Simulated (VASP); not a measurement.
The system is SiNi3.

```xyz
4
Lattice="3.5420 0.0000 0.0000 0.0000 3.5420 0.0000 0.0000 0.0000 3.5420" Properties=species:S:1:pos:R:3 pbc="T T T"
Si    0.0000    0.0000    0.0000
Ni    0.0000    1.7710    1.7710
Ni    1.7710    0.0000    1.7710
Ni    1.7710    1.7710    0.0000
```

- Program: VASP 6.6.1
- Task: relaxation of cell and atoms
- Functional: LDA
- Potentials or basis: VASP PAW LDA potentials, release 64 (Si, Ni)
- Cutoff: 600 eV
- k mesh: 6 × 6 × 6
- Occupations: gaussian, width 0.2 eV
- Spin: collinear spin, ferromagnetic start
- Starting moments: [0.0, 1.0, 1.0, 1.0] μB

At the start: pressure -19.8 GPa; volume 11.11 Å³/atom.

Question: How do energy, volume and symmetry change on relaxing?

Answer: Over 4 steps the energy falls by 70.0 meV/atom and the volume is 10.08 Å³/atom (-9.2 %); space group Pm-3m (No. 221, to 0.1 Å) before and after; moment 0.00 μB per cell.

Step by step:
```tsv
step	energy change (eV)	largest force (eV/Å)	pressure (GPa)	volume (Å³)
1	0.0000	0.0000	-19.75	44.44
2	0.1369	0.0000	35.86	36.20
3	-0.2798	0.0000	-0.47	40.41
4	-0.2800	0.0000	-0.05	40.33
```

Final structure:
```
Si Ni
1.0
     3.42938    0.00000    0.00000
     0.00000    3.42938    0.00000
     0.00000    0.00000    3.42938
Si Ni
1 3
Cartesian
  0.0000 0.0000 0.0000
  0.0000 1.7147 1.7147
  1.7147 0.0000 1.7147
  1.7147 1.7147 0.0000
```

Caveat: the moments typed at the start vanished in this run.
